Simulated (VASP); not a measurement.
Write the native input for VASP 6.6.1 that does the following.

* Task: single point
* Functional: r2SCAN
* Potentials or basis: VASP PAW PBE potentials, release 64 (Mg, O)
* Cutoff: 520 eV
* k mesh: 3 × 3 × 4
* Occupations: fermi-dirac, width 0.086 eV
* Spin: no spin polarisation
* Dipole correction: no
* Further INCAR settings: LREAL = Auto; ALGO = Normal; EDIFF = 1e-06; NBANDS = 46

MgO:

```
CELL_PARAMETERS angstrom
6.57925 0.00000 0.00000
-3.28963 5.69780 0.00000
0.00000 0.00000 5.03652
ATOMIC_POSITIONS crystal
Mg 0.18910 0.35524 0.00124
Mg 0.34243 0.18197 0.49892
Mg 0.17902 0.83515 0.98447
Mg 0.33691 0.66770 0.47563
Mg 0.65991 0.31875 0.02930
Mg 0.81970 0.15991 0.48645
Mg 0.67555 0.82357 0.99150
Mg 0.83745 0.67797 0.47533
O 0.16341 0.33732 0.38171
O 0.33114 0.15235 0.87516
O 0.16098 0.82300 0.40034
O 0.32561 0.66934 0.87394
O 0.65310 0.32666 0.39041
O 0.84477 0.17432 0.87872
O 0.66700 0.81817 0.39073
O 0.83254 0.67363 0.91514
```

One way to write it, as run:

POSCAR

```
MgO
1.0
    6.5792510000      0.0000000000      0.0000000000
   -3.2896260000      5.6977990000      0.0000000000
    0.0000000000      0.0000000000      5.0365220000
Mg O
8 8
Direct
    0.1891044438      0.3552420856      0.0012357734
    0.3424291291      0.1819681600      0.4989194925
    0.1790234040      0.8351526616     -0.0155305586
    0.3369104203      0.6677048453      0.4756276256
    0.6599107608      0.3187476427      0.0293009740
    0.8197043367      0.1599122749      0.4864515632
    0.6755476924      0.8235704699     -0.0084961408
    0.8374485739      0.6779723188      0.4753335734
    0.1634097896      0.3373237631      0.3817142067
    0.3311431269      0.1523512851      0.8751596836
    0.1609841567      0.8230006008      0.4003425380
    0.3256117801      0.6693428462      0.8739362203
    0.6530975928      0.3266617513      0.3904051248
    0.8447719673      0.1743231027      0.8787212684
    0.6669998752      0.8181652249      0.3907289594
    0.8325440583      0.6736271322      0.9151382641
```

INCAR.step1

```
SYSTEM = MgO
ALGO = Normal
EDIFF = 1E-4
ENCUT = 520
GGA = PE
ISMEAR = -1
LASPH = .True.
LCHARG = .False.
LREAL = Auto
LWAVE = .True.
NBANDS = 46
NELM = 60
PREC = Accurate
SIGMA = 0.086
```

INCAR.step2

```
SYSTEM = MgO
ALGO = Normal
EDIFF = 1E-6
ENCUT = 520
ISIF = 2
ISMEAR = -1
ISTART = 1
LASPH = .True.
LCHARG = .False.
LMIXTAU = .True.
LREAL = Auto
LWAVE = .False.
METAGGA = R2SCAN
NBANDS = 46
NELM = 60
PREC = Accurate
SIGMA = 0.086
```

KPOINTS

```
k-points
0
Gamma
  3 3 4
  0 0 0
```

Potentials or basis: VASP PAW PBE potentials, release 64 (Mg, O).

Launch:

```bash
$ cat potpaw_PBE.64/Mg/POTCAR potpaw_PBE.64/O/POTCAR > POTCAR
$ cp INCAR.step1 INCAR
$ mpirun -np 1 vasp_std > vasp.out
$ cp INCAR.step2 INCAR
$ mpirun -np 1 vasp_std > vasp.out
```

It gave:

| Quantity | Value |
| --- | --- |
| Pressure | 2.0 GPa |
| Largest force | 3.216 eV/Å |
| Band gap on the k mesh | 3.99 eV |

Caveat: the atoms stand as in a frame of molecular dynamics; the PAW data sets were made with another functional, which shifts forces and pressure a little.

Run time: 11 min on 1 thread of Intel(R) Xeon(R) Platinum 8488C (Sapphire Rapids), on a shared host, peak memory 0.36 GiB.
